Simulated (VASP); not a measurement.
# Li (P6_3/mmc) in VASP: notebook

Runs on Li. Level: PBEsol. Tasks: vibrations by perturbation theory.

All numbers are computed with VASP 6.6.1; they aren't measurements. Logs are shortened: lines on timing, memory, paths and dates and some standing lists are left out, and cuts for length are marked.

**1. The cell of the first run**

Symmetry: P6_3/mmc, No. 194, hexagonal system. Conventional cell: a = 3.025 Å, b = 3.025 Å, c = 4.938 Å, α = 90.00°, β = 90.00°, γ = 120.00°. Li (site symmetry -6m2) has 12 Li at 3.02 Å within 4.0 Å.

This isn't the form of Li at room conditions, which is bcc.

**2. Vibrations by perturbation theory, PBEsol (19.57 Å³/atom)**

INCAR

```
PREC = Accurate
ENCUT = 520
EDIFF = 1E-8
ISMEAR = -1
SIGMA = 0.05
LREAL = False
LASPH = True
NELM = 100
ALGO = Normal
ISIF = 2
LWAVE = False
LCHARG = True
GGA = PS
NBANDS = 10
IBRION = 8
NSW = 1
```

KPOINTS

```
Automatic mesh
0
Gamma
  14 14 8
```

POSCAR

```
Li
1.0
    3.0248585702      0.0000000000      0.0000000000
   -1.5124292851      2.6196043646      0.0000000000
    0.0000000000      0.0000000000      4.9382437688
Li
2
Direct
    0.3333333333      0.6666666667      0.2500000000
    0.6666666667      0.3333333333      0.7500000000
```

Potentials or basis: VASP PAW PBE potentials, release 64 (Li_sv).

Started as:

```console
$ cat potpaw_PBE.64/Li_sv/POTCAR > POTCAR
$ mpirun -np 1 vasp_std > vasp.out
```

OUTCAR:

```text
PREC = Accurate
   ENCUT = 520
   EDIFF = 1E-8
   ISMEAR = -1
   LREAL = False
   LASPH = True
   NELM = 100
   ISIF = 2
   GGA = PS
   IBRION = 8
   NSW = 1

 ion  position               nearest neighbor table
   1  0.333  0.667  0.250-
   2  0.667  0.333  0.750-

  LATTYP: Found a hexagonal cell.
 ALAT       =     3.0248585702
 C/A-ratio  =     1.6325536068

  Lattice vectors:

 A1 = (   3.0248585702,   0.0000000000,   0.0000000000)
 A2 = (  -1.5124292851,   2.6196043646,   0.0000000000)
 A3 = (   0.0000000000,   0.0000000000,   4.9382437688)

Analysis of symmetry for initial positions (statically):
=====================================================================
 Subroutine PRICEL returns:
 Original cell was already a primitive cell.

 Routine SETGRP: Setting up the symmetry group for a
 hexagonal supercell.

 Subroutine GETGRP returns: Found 24 space group operations
 (whereof 12 operations were pure point group operations)
 out of a pool of 24 trial point group operations.

The static configuration has the point symmetry D_3d.
 The point group associated with its full space group is D_6h.

Analysis of symmetry for dynamics (positions and initial velocities):
=====================================================================
 Subroutine PRICEL returns:
 Original cell was already a primitive cell.

 Routine SETGRP: Setting up the symmetry group for a
 hexagonal supercell.

 Subroutine GETGRP returns: Found 24 space group operations
 (whereof 12 operations were pure point group operations)
 out of a pool of 24 trial point group operations.

The dynamic configuration has the point symmetry D_3d.
 The point group associated with its full space group is D_6h.

 Subroutine INISYM returns: Found 24 space group operations
 (whereof 12 operations are pure point group operations),
 and found     1 'primitive' translations

----------------------------------------------------------------------------------------

                                     Primitive cell

  volume of cell :      39.1303

  direct lattice vectors                    reciprocal lattice vectors
     3.024858570  0.000000000  0.000000000     0.330593969  0.190868517  0.000000000
    -1.512429285  2.619604365  0.000000000     0.000000000  0.381737034  0.000000000
     0.000000000  0.000000000  4.938243769     0.000000000  0.000000000  0.202501141

  length of vectors
     3.024858570  3.024858570  4.938243769     0.381737034  0.381737034  0.202501141

  position of ions in fractional coordinates (direct lattice)
     0.333333333  0.666666667  0.250000000
     0.666666667  0.333333333  0.750000000

  ion indices of the primitive-cell ions
   primitive index   ion index
                 1           1
                 2           2

----------------------------------------------------------------------------------------

 KPOINTS: Automatic mesh

Automatic generation of k-mesh.
 Grid dimensions read from file:
 generate k-points for:   14   14    8

 Generating k-lattice:

  Cartesian coordinates                     Fractional coordinates (reciprocal lattice)
     0.023613855  0.013633465  0.000000000     0.071428571  0.000000000  0.000000000
     0.000000000  0.027266931  0.000000000     0.000000000  0.071428571  0.000000000
     0.000000000  0.000000000  0.025312643     0.000000000  0.000000000  0.125000000

  Length of vectors
     0.027266931  0.027266931  0.025312643

[... 82 lines left out ...]
   LEPSILON=     F    determine dielectric tensor
   LRPA    =     F    only Hartree local field effects (RPA)
 non-spin polarized calculation
  energy-cutoff  :      520.00
  volume of cell :       39.13
 maximum number of plane-waves:      1087
 NGX is ok and might be reduce to    24
   NGX = 11   NGY = 11   NGZ = 19

--------------------------------------- Ionic step        1  -------------------------------------------

 number of electron       6.0000007 magnetization

 Free energy of the ion-electron system (eV)
  ---------------------------------------------------
  ext. energy  EPLUGINS =         0.00000000
  ---------------------------------------------------
  free energy    TOTEN  =        -3.93762136 eV

  energy without entropy =       -3.92961004  energy(sigma->0) =       -3.93361570

 E-fermi :   0.7027     XC(G=0):  -7.1046

 val. band max:        0.6948430793   @ k =   0.0000   0.0000   0.0000
 cond. band min:       0.7232825836   @ k =   0.1429   0.0000   0.1250
 fundamental gap:      0.0284395043
 Fermi energy:         0.7027005793

 k-point     1 :       0.0000    0.0000    0.0000
  band No.  band energies     occupation
      1     -45.1260      2.00000
      2     -45.1042      2.00000
      3      -2.8738      2.00000
      4       0.6948      1.07841
      5       3.7780      0.00000
      6      13.4998      0.00000
      7      13.4998      0.00000
      8      14.9289      0.00000
      9      14.9289      0.00000
     10      15.5894      0.00000
[... 287 lines left out ...]
 k-point    24 :       0.3571    0.2857    0.0000
  band No.  band energies     occupation
      1     -45.0996      2.00000
      2     -45.0978      2.00000
      3       1.8070      0.00000
      4       2.7261      0.00000
      5       3.5955      0.00000
      6       6.8124      0.00000
      7       7.1380      0.00000
      8       7.5271      0.00000
      9       9.6642      0.00000
     10      11.4906      0.00000

 [... further k-points ...]

------------------------ aborting loop because EDIFF is reached ----------------------------------------

  FORCE on cell =-STRESS in cart. coord.  units (eV):
  Direction    XX          YY          ZZ          XY          YZ          ZX
  --------------------------------------------------------------------------------------
  -------------------------------------------------------------------------------------
  Total        0.0925010      0.0925010      0.0904045      0.0000000      0.0000000      0.0000000
  in kB        3.7874213      3.7874213      3.7015821      0.0000000      0.0000000      0.0000000
  external PRESSURE =       3.7588082 kB  Pullay stress =       0.0000000 kB

 VOLUME and BASIS-vectors are now :
 -----------------------------------------------------------------------------
  energy-cutoff  :      520.00
  volume of cell :       39.13
      direct lattice vectors                 reciprocal lattice vectors
     3.024858570  0.000000000  0.000000000     0.330593969  0.190868517  0.000000000
    -1.512429285  2.619604365  0.000000000     0.000000000  0.381737034  0.000000000
     0.000000000  0.000000000  4.938243769     0.000000000  0.000000000  0.202501141

 POSITION                                       TOTAL-FORCE (eV/Angst)
 -----------------------------------------------------------------------------------
     -0.00000      1.74640      1.23456         0.000000     -0.000000      0.000000
      1.51243      0.87320      3.70368        -0.000000      0.000000      0.000000
 -----------------------------------------------------------------------------------
    total drift:                               -0.000000      0.000000     -0.000000

  FREE ENERGIE OF THE ION-ELECTRON SYSTEM (eV)
  ---------------------------------------------------
  free  energy   TOTEN  =        -3.9376213613 eV

  energy  without entropy=       -3.9296100442  energy(sigma->0) =       -3.93361570

[... ionic steps 2 to 3 ...]

--------------------------------------- Ionic step        4  -------------------------------------------

------------------------ aborting loop because EDIFF is reached ----------------------------------------

[... ionic steps 5 to 5 ...]

--------------------------------------- Ionic step        6  -------------------------------------------

 Free energy of the ion-electron system (eV)
  ---------------------------------------------------
  ---------------------------------------------------
  free energy    TOTEN  =        -0.18173001 eV

  energy without entropy =       -0.18173001

------------------------ aborting loop because EDIFF is reached ----------------------------------------

 INTERNAL STRAIN TENSOR  FOR ION    1  DIRECTION 3   (eV/Angst):
 -----------------------------------------------------------------------------
     0.00081  0.00000  0.00000
     0.00000  0.00081  0.00000
     0.00000  0.00000  0.00137

 INTERNAL STRAIN TENSOR FOR ION    2 for displacements in x,y,z  (eV/Angst):
          X           Y           Z          XY          YZ          ZX
  --------------------------------------------------------------------------------
  x     0.00000     0.00000     0.00000     0.47658     0.00000     0.00000
  y     0.47658    -0.47658     0.00000     0.00000     0.00000     0.00000
  z    -0.00000     0.00000    -0.00000     0.00000    -0.00000    -0.00000

 SECOND DERIVATIVES (NOT SYMMETRIZED)
 ------------------------------------
               1X          1Y          1Z          2X          2Y          2Z
  1X    -0.221440    0.000000    0.000000    0.221440    0.000000    0.000000
  1Y     0.000000   -0.221440    0.000000    0.000000    0.221440    0.000000
  1Z     0.000000    0.000000   -1.439094   -0.000000    0.000000    1.439094
  2X     0.221440    0.000000    0.000000   -0.221440    0.000000    0.000000
  2Y     0.000000    0.221440    0.000000    0.000000   -0.221440    0.000000
  2Z    -0.000000    0.000000    1.439094    0.000000    0.000000   -1.439094

 Eigenvectors and eigenvalues of the dynamical matrix
 ----------------------------------------------------

   1 f  =   10.017313 THz    62.940632 2PiTHz  334.141587 cm-1    41.428258 meV
             X         Y         Z           dx          dy          dz
     -0.000000  1.746403  1.234561    -0.000000    0.000000    0.707107
      1.512429  0.873201  3.703683     0.000000    0.000000   -0.707107
[... 21 lines left out ...]
   6 f  =    0.000000 THz     0.000000 2PiTHz    0.000000 cm-1     0.000000 meV
             X         Y         Z           dx          dy          dz
     -0.000000  1.746403  1.234561     0.707107    0.000000   -0.000000
      1.512429  0.873201  3.703683     0.707107    0.000000    0.000000

--------------------------------------------------------------------------------------------------------

 ELASTIC MODULI CONTR FROM IONIC RELAXATION (kBar)
 Direction    XX          YY          ZZ          XY          YZ          ZX
 --------------------------------------------------------------------------------
 XX         -41.9960     41.9960     -0.0000     -0.0000     -0.0000     -0.0000
 YY          41.9960    -41.9960      0.0000      0.0000     -0.0000     -0.0000
 ZZ          -0.0000      0.0000     -0.0000      0.0000     -0.0000     -0.0000
 XY          -0.0000      0.0000      0.0000    -41.9960      0.0000      0.0000
 YZ          -0.0000     -0.0000     -0.0000      0.0000     -0.0000     -0.0000
 ZX          -0.0000     -0.0000     -0.0000      0.0000     -0.0000     -0.0000
 --------------------------------------------------------------------------------
```

It took 12 min on 1 thread of Oxide Virtual Turin-like, shared host; peak memory 0.41 GiB.

What came out:

* Highest phonon frequency at Γ: 334 cm⁻¹

Phonon frequencies in cm⁻¹ (negative: imaginary):
```
              q point        frequencies
(0.000, 0.000, 0.000)  0 0 0 131 131 334
```

Caveat: the cutoff is under 1.25 times the usual one of these potentials, so pressure, stress and relaxed cells hold a basis-set (Pulay) error; the PAW data sets were made with another functional, which shifts forces and pressure a little.

**3. Vibrations by perturbation theory, PBEsol (19.57 Å³/atom)**

INCAR

```
SYSTEM = Li
PREC = Accurate ; ENCUT = 520
EDIFF = 1E-8 ; ISMEAR = -1
SIGMA = 0.05 ; LREAL = .FALSE.
LASPH = .TRUE. ; NELM = 80
ALGO = Normal ; ISIF = 2
LWAVE = .FALSE. ; LCHARG = .TRUE.
GGA = PS ; NBANDS = 10
IBRION = 8 ; NSW = 1
```

KPOINTS

```
regular mesh
0
G
  14 14 8
  0 0 0
```

POSCAR is that of step 2.

Potentials or basis: VASP PAW PBE potentials, release 64 (Li_sv).

Started as:

```console
$ cat potpaw_PBE.64/Li_sv/POTCAR > POTCAR
$ mpirun -np 1 vasp_std > vasp.out
```

OUTCAR:

```text
SYSTEM = Li
   PREC = Accurate
   ENCUT = 520
   EDIFF = 1E-8
   ISMEAR = -1
   LREAL = .FALSE.
   LASPH = .TRUE.
   NELM = 80
   ISIF = 2
   GGA = PS
   IBRION = 8
   NSW = 1

 ion  position               nearest neighbor table
   1  0.333  0.667  0.250-
   2  0.667  0.333  0.750-

  LATTYP: Found a hexagonal cell.
 ALAT       =     3.0248585702
 C/A-ratio  =     1.6325536068

  Lattice vectors:

 A1 = (   3.0248585702,   0.0000000000,   0.0000000000)
 A2 = (  -1.5124292851,   2.6196043646,   0.0000000000)
 A3 = (   0.0000000000,   0.0000000000,   4.9382437688)

Analysis of symmetry for initial positions (statically):
=====================================================================
 Subroutine PRICEL returns:
 Original cell was already a primitive cell.

 Routine SETGRP: Setting up the symmetry group for a
 hexagonal supercell.

 Subroutine GETGRP returns: Found 24 space group operations
 (whereof 12 operations were pure point group operations)
 out of a pool of 24 trial point group operations.

The static configuration has the point symmetry D_3d.
 The point group associated with its full space group is D_6h.

Analysis of symmetry for dynamics (positions and initial velocities):
=====================================================================
 Subroutine PRICEL returns:
 Original cell was already a primitive cell.

 Routine SETGRP: Setting up the symmetry group for a
 hexagonal supercell.

 Subroutine GETGRP returns: Found 24 space group operations
 (whereof 12 operations were pure point group operations)
[... 498 lines left out ...]
    total drift:                               -0.000000      0.000000     -0.000000

  FREE ENERGIE OF THE ION-ELECTRON SYSTEM (eV)
  ---------------------------------------------------
  free  energy   TOTEN  =        -3.9376213613 eV

  energy  without entropy=       -3.9296100442  energy(sigma->0) =       -3.93361570

[... ionic steps 2 to 3 ...]

--------------------------------------- Ionic step        4  -------------------------------------------

------------------------ aborting loop because EDIFF is reached ----------------------------------------

[... ionic steps 5 to 5 ...]

--------------------------------------- Ionic step        6  -------------------------------------------

 Free energy of the ion-electron system (eV)
  ---------------------------------------------------
  ---------------------------------------------------
  free energy    TOTEN  =        -0.18173001 eV

  energy without entropy =       -0.18173001

------------------------ aborting loop because EDIFF is reached ----------------------------------------

 INTERNAL STRAIN TENSOR  FOR ION    1  DIRECTION 3   (eV/Angst):
 -----------------------------------------------------------------------------
     0.00081  0.00000  0.00000
     0.00000  0.00081  0.00000
     0.00000  0.00000  0.00137

 INTERNAL STRAIN TENSOR FOR ION    2 for displacements in x,y,z  (eV/Angst):
          X           Y           Z          XY          YZ          ZX
  --------------------------------------------------------------------------------
  x     0.00000     0.00000     0.00000     0.47658     0.00000     0.00000
  y     0.47658    -0.47658     0.00000     0.00000     0.00000     0.00000
  z    -0.00000     0.00000    -0.00000     0.00000    -0.00000    -0.00000

 SECOND DERIVATIVES (NOT SYMMETRIZED)
 ------------------------------------
               1X          1Y          1Z          2X          2Y          2Z
  1X    -0.221440    0.000000    0.000000    0.221440    0.000000    0.000000
  1Y     0.000000   -0.221440    0.000000    0.000000    0.221440    0.000000
  1Z     0.000000    0.000000   -1.439094   -0.000000    0.000000    1.439094
  2X     0.221440    0.000000    0.000000   -0.221440    0.000000    0.000000
  2Y     0.000000    0.221440    0.000000    0.000000   -0.221440    0.000000
  2Z    -0.000000    0.000000    1.439094    0.000000    0.000000   -1.439094

 Eigenvectors and eigenvalues of the dynamical matrix
 ----------------------------------------------------

   1 f  =   10.017313 THz    62.940632 2PiTHz  334.141587 cm-1    41.428258 meV
             X         Y         Z           dx          dy          dz
     -0.000000  1.746403  1.234561    -0.000000    0.000000    0.707107
      1.512429  0.873201  3.703683     0.000000    0.000000   -0.707107
[... 21 lines left out ...]
   6 f  =    0.000000 THz     0.000000 2PiTHz    0.000000 cm-1     0.000000 meV
             X         Y         Z           dx          dy          dz
     -0.000000  1.746403  1.234561     0.707107    0.000000   -0.000000
      1.512429  0.873201  3.703683     0.707107    0.000000    0.000000

--------------------------------------------------------------------------------------------------------

 ELASTIC MODULI CONTR FROM IONIC RELAXATION (kBar)
 Direction    XX          YY          ZZ          XY          YZ          ZX
 --------------------------------------------------------------------------------
 XX         -41.9960     41.9960     -0.0000     -0.0000     -0.0000     -0.0000
 YY          41.9960    -41.9960      0.0000      0.0000     -0.0000     -0.0000
 ZZ          -0.0000      0.0000     -0.0000      0.0000     -0.0000     -0.0000
 XY          -0.0000      0.0000      0.0000    -41.9960      0.0000      0.0000
 YZ          -0.0000     -0.0000     -0.0000      0.0000     -0.0000     -0.0000
 ZX          -0.0000     -0.0000     -0.0000      0.0000     -0.0000     -0.0000
 --------------------------------------------------------------------------------
```

Wall time 11 min (1 thread of Oxide Virtual Turin-like, shared host); peak memory 0.41 GiB.

What came out:

* Highest phonon frequency at Γ: 334 cm⁻¹

Phonon frequencies in cm⁻¹ (negative: imaginary):
```
              q point        frequencies
(0.000, 0.000, 0.000)  0 0 0 131 131 334
```

Caveat: the cutoff is under 1.25 times the usual one of these potentials, so pressure, stress and relaxed cells hold a basis-set (Pulay) error; the PAW data sets were made with another functional, which shifts forces and pressure a little.

[end of part 1 of 2]
